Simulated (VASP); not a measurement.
Write the native input for VASP 6.6.1 that does the following.

* Task: single point
* Functional: PBEsol
* Potentials or basis: VASP PAW PBE potentials, release 64 (In_d, Se)
* Cutoff: 520 eV
* k mesh: 7 × 7 × 6
* Occupations: fermi-dirac, width 0.05 eV
* Spin: no spin polarisation
* Dipole correction: no
* Further INCAR settings: ALGO = Normal; EDIFF = 1e-06; NBANDS = 27

The structure of InSe lies in POSCAR:

```
InSe
1.0
    5.7872883920     -2.0408589492      0.0000000000
    5.7872883920      2.0408589492      0.0000000000
   -1.7116673433      0.0000000000      4.7393244240
In Se
2 2
Direct
    0.8882032500      0.8882032500      0.0468413600
    0.1117967500      0.1117967500      0.9531586400
    0.6609275900      0.6609275900      0.6689556200
    0.3390724100      0.3390724100      0.3310443800
```

The input as run:

INCAR

```
SYSTEM = InSe
ALGO = Normal ; EDIFF = 1E-6
ENCUT = 520 ; GGA = PS
ISIF = 2 ; ISMEAR = -1
LASPH = .True. ; LCHARG = .True.
LELF = .True. ; LREAL = .False.
LVHAR = .True. ; LWAVE = .False.
NBANDS = 27 ; NELM = 80
PREC = Accurate ; SIGMA = 0.05
```

KPOINTS

```
k-points
0
Gamma
  7 7 6
  0 0 0
```

Potentials or basis: VASP PAW PBE potentials, release 64 (In_d, Se).

Command:

```sh
$ cat potpaw_PBE.64/In_d/POTCAR potpaw_PBE.64/Se/POTCAR > POTCAR
$ mpirun -np 1 vasp_std > vasp.out
```

Results of the run:

```json
{
  "Pressure": "-0.1 GPa",
  "Largest force": "0.242 eV/Å",
  "Band gap on the k mesh": "1.10 eV (least direct gap 1.22 eV)"
}
```

Caveat: the PAW data sets were made with another functional, which shifts forces and pressure a little; spin-orbit coupling is left out, which moves the levels of the heavy elements.

Wall time 5.7 min on 1 thread of AMD EPYC 7R13 Processor (Zen 3), with other jobs on the host, peak memory 0.4 GiB.
